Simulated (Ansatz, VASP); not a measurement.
Two plane-wave programs on Sn31O32

```
CELL_PARAMETERS angstrom
-10.94765 0.00000 0.00000
0.00000 -10.95118 0.00000
0.00000 5.47559 10.22196
ATOMIC_POSITIONS crystal
Sn 0.99975 0.80791 0.86554
Sn 0.75528 0.05998 0.85962
Sn 0.75470 0.55122 0.85962
Sn 0.49971 0.80660 0.86184
Sn 0.50009 0.30886 0.86649
Sn 0.24472 0.55053 0.85962
Sn 0.24509 0.05923 0.85960
Sn 0.99983 0.18986 0.13654
Sn 0.99992 0.69718 0.13659
Sn 0.75093 0.94495 0.13925
Sn 0.74836 0.44207 0.13340
Sn 0.49997 0.69396 0.13629
Sn 0.49990 0.19233 0.13623
Sn 0.25161 0.44149 0.13330
Sn 0.24897 0.94440 0.13918
Sn 0.99998 0.05950 0.36854
Sn 0.00001 0.55586 0.36135
Sn 0.75016 0.80557 0.36449
Sn 0.75010 0.30957 0.36445
Sn 0.49994 0.55620 0.36242
Sn 0.49992 0.05795 0.36579
Sn 0.24962 0.30900 0.36433
Sn 0.24973 0.80502 0.36442
Sn 0.99990 0.43785 0.63703
Sn 0.00000 0.94955 0.63702
Sn 0.75578 0.19485 0.63815
Sn 0.75347 0.69653 0.64141
Sn 0.50019 0.95089 0.64233
Sn 0.49968 0.44267 0.64233
Sn 0.24598 0.69576 0.64140
Sn 0.24428 0.19421 0.63820
O 0.87503 0.12667 0.25396
O 0.87472 0.62418 0.24744
O 0.62513 0.87544 0.25107
O 0.62455 0.37407 0.24814
O 0.37533 0.62419 0.24845
O 0.37475 0.12567 0.25121
O 0.12505 0.37342 0.24726
O 0.12483 0.87762 0.25403
O 0.86291 0.10455 0.73312
O 0.87619 0.63161 0.75428
O 0.62556 0.87722 0.75155
O 0.62138 0.37702 0.75572
O 0.37396 0.62547 0.75149
O 0.37865 0.12986 0.75583
O 0.13724 0.37939 0.73319
O 0.12342 0.87348 0.75460
O 0.86269 0.38010 0.73367
O 0.87688 0.87415 0.75443
O 0.62159 0.13037 0.75566
O 0.62502 0.62590 0.75131
O 0.37454 0.87643 0.75107
O 0.37848 0.37645 0.75567
O 0.12271 0.63094 0.75449
O 0.13720 0.10419 0.73352
O 0.87510 0.87798 0.25401
O 0.87482 0.37383 0.24731
O 0.62459 0.62464 0.24862
O 0.62499 0.12605 0.25130
O 0.37529 0.37385 0.24844
O 0.37482 0.87524 0.25133
O 0.12474 0.12607 0.25350
O 0.12513 0.62357 0.24697
```

Alike in both runs: task single point; functional PBE; k mesh 1 × 1 × 1; occupations gaussian, width 0.05 eV; collinear spin.

|  | VASP | Ansatz |
| --- | --- | --- |
| version | VASP 6.6.1 | Ansatz 0.2.0 |
| potentials or method | VASP PAW PBE potentials, release 64 (Sn_d, O), cutoff 520 eV | scalar-relativistic, plane waves, PAW |
| valence electrons in the cell | 626 | 626 |

VASP gave:

```
gap on the k mesh at the Fermi level (eV) : 0.53
rms of the force components (eV/Å)        : 0.034
net moment per atom (μB)                  : 0.00
```

**Question.** Estimate Ansatz's values.

**Answer.** gap on the k mesh at the Fermi level (eV): 0.54; rms of the force components (eV/Å): 0.011; net moment per atom (μB): 0.00.

Atom by atom the forces differ by 0.034 eV/Å (rms over components). Ansatz's warnings: stability check not made.
